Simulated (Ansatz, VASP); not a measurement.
## Two plane-wave programs on Ni3Ge

The input POSCAR:

```
Ni3Ge
1.0
    3.4969314569      0.0000000000      0.0000000000
    0.0000000000      3.4969314569      0.0000000000
    0.0000000000      0.0000000000      3.4969314569
Ni Ge
3 1
Direct
    0.5000000000      0.0000000000      0.5000000000
    0.0000000000      0.5000000000      0.5000000000
    0.5000000000      0.5000000000      0.0000000000
    0.0000000000      0.0000000000      0.0000000000
```

File INCAR.step1:

```
SYSTEM = Ni3Ge
PREC = Accurate ; ENCUT = 520
ISMEAR = 0 ; SIGMA = 0.1
LREAL = .False. ; LASPH = .True.
NELM = 100 ; NBANDS = 30
GGA = PE ; ALGO = Normal
EDIFF = 1E-4 ; LWAVE = .True.
LCHARG = .False.
```

INCAR.step2

```
SYSTEM = Ni3Ge
PREC = Accurate ; ENCUT = 520
EDIFF = 1E-7 ; ISMEAR = 0
SIGMA = 0.1 ; LREAL = .False.
LASPH = .True. ; NELM = 100
ALGO = Normal ; ISIF = 2
LWAVE = .False. ; LCHARG = .False.
METAGGA = R2SCAN ; LMIXTAU = .True.
NBANDS = 30 ; ISTART = 1
```

KPOINTS

```
regular mesh
0
Gamma
  12 12 12
  0 0 0
```

Input for Ansatz:

```yaml
crystal:
  lattice:
    - [3.4969314569, 0.0, 0.0]
    - [0.0, 3.4969314569, 0.0]
    - [0.0, 0.0, 3.4969314569]
  atoms:
    - { symbol: Ni, position: [0.5, 0.0, 0.5] }
    - { symbol: Ni, position: [0.0, 0.5, 0.5] }
    - { symbol: Ni, position: [0.5, 0.5, 0.0] }
    - { symbol: Ge, position: [0.0, 0.0, 0.0] }
basis:
  ecutwfc: 500
kpoints:
  mp_grid: { grid: [12, 12, 12] }
hamiltonian:
  xc: r2scan
scf:
  occupations: { method: gaussian, width: 0.1 }
output:
  forces: true
  stress: true
  eigenvalues: true
```

Alike in both runs: task single point; functional r2SCAN; k mesh 12 × 12 × 12; occupations gaussian, width 0.1 eV; no spin polarisation.

```csv
,VASP,Ansatz
version,VASP 6.6.1,Ansatz 0.2.0
potentials or method,"VASP PAW PBE potentials, release 64 (Ni, Ge_d), cutoff 520 eV","scalar-relativistic, plane waves, PAW"
valence electrons in the cell,44,68
```

```csv
,VASP,Ansatz,Ansatz less VASP
gap on the k mesh at the Fermi level (eV),none,none,-
pressure (GPa),7.4,7.0,-0.35
```

VASP's potentials were made for PBE, not for r2SCAN. A gap of «none» marks a metal or a gap that the smearing closes. VASP's potentials hold 44 valence electrons a cell and Ansatz's 68, so a difference there can come from the potentials and not from the codes.
